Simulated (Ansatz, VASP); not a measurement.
Two plane-wave programs on WS2

```xyz
6
Lattice="3.2080 0.0000 0.0000 -1.6040 2.7782 0.0000 0.0000 0.0000 12.1304" Properties=species:S:1:pos:R:3 pbc="T T T"
W     0.0000    1.8522    9.0934
W     1.6040    0.9261    3.0370
S     0.0000    1.8522    1.4929
S     1.6040    0.9261    7.5493
S     0.0000    1.8522    4.5811
S     1.6040    0.9261   10.6375
```

Change from the starting cell: equal strain along all axes, cell held, atoms relaxed: +3.0 %.

Alike in both runs: functional PBEsol; dispersion D3(BJ); k mesh 12 × 12 × 4; occupations gaussian, width 0.02 eV; no spin polarisation.

Ansatz relaxed the structure, and its values are those at the end. VASP's run is a single point on that final structure, the one shown.

|  | VASP | Ansatz |
| --- | --- | --- |
| version | VASP 6.6.1 | Ansatz 0.2.0 |
| potentials or method | VASP PAW PBE potentials, release 64 (W_sv, S), cutoff 520 eV | scalar-relativistic, plane waves, PAW |
| valence electrons in the cell | 52 | 52 |

Ansatz gave:

* gap on the k mesh at the Fermi level (eV): 0.80
* least direct gap on the mesh (eV): 1.57
* pressure (GPa): -6.7
* rms of the force components (eV/Å): 0.001

**Question.** Which values does VASP return?

**Answer.** gap on the k mesh at the Fermi level (eV): 0.82; least direct gap on the mesh (eV): 1.58; pressure (GPa): -6.6; rms of the force components (eV/Å): 0.009.

VASP's potentials were made for PBE, not for PBEsol. Ansatz's warnings: stress scf threshold loose.

Spin-orbit coupling is off throughout.
